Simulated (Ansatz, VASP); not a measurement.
# AgCl: VASP beside Ansatz

INCAR

```
SYSTEM = AgCl
  ALGO = Normal
  EDIFF = 1E-6
  ENCUT = 520
  GGA = PS
  ISIF = 2
  ISMEAR = -1
  LASPH = .True.
  LCHARG = .True.
  LELF = .True.
  LREAL = .False.
  LVHAR = .True.
  LWAVE = .False.
  NBANDS = 16
  NELM = 80
  PREC = Accurate
  SIGMA = 0.01
```

The input KPOINTS:

```
k-points
0
Gamma
  9 9 9
  0 0 0
```

Contents of POSCAR:

```
AgCl
1.0
    3.4623542292      0.0000000000      0.0000000000
    0.0000000000      3.4623542292      0.0000000000
    0.0000000000      0.0000000000      3.4623542292
Ag Cl
1 1
Direct
    0.0000000000      0.0000000000      0.0000000000
    0.5000000000      0.5000000000      0.5000000000
```

Input for Ansatz:

```yaml
crystal:
  lattice:
    - [3.4623542292, 0.0, 0.0]
    - [0.0, 3.4623542292, 0.0]
    - [0.0, 0.0, 3.4623542292]
  atoms:
    - { symbol: Ag, position: [0.0, 0.0, 0.0] }
    - { symbol: Cl, position: [0.5, 0.5, 0.5] }
kpoints:
  mp_grid: { grid: [9, 9, 9] }
scf:
  occupations: { method: fermi_dirac, width: 0.01 }
hamiltonian:
  xc: pbesol
  pseudopotentials: { kind: all_electron, lapw: { basis_error: 0.001 } }
output:
  forces: true
  stress: true
  eigenvalues: true
```

Change from the starting cell: volume scaled by 1.025.

Alike in both runs: task single point; functional PBEsol; k mesh 9 × 9 × 9; occupations fermi-dirac, width 0.01 eV; no spin polarisation.

|  | VASP | Ansatz |
| --- | --- | --- |
| version | VASP 6.6.1 | Ansatz 0.2.0 |
| potentials or method | VASP PAW PBE potentials, release 64 (Ag, Cl), cutoff 520 eV | all-electron LAPW, scalar-relativistic |

VASP gave:

```
gap on the k mesh at the Fermi level (eV) : 0.44
pressure (GPa)                            : -5.6
```

Task: What did Ansatz give for the same quantities?

Result: gap on the k mesh at the Fermi level (eV): 0.44; pressure (GPa): -5.5.

VASP's potentials were made for PBE, not for PBEsol. Ansatz ran all-electron here, and VASP with PAW potentials.
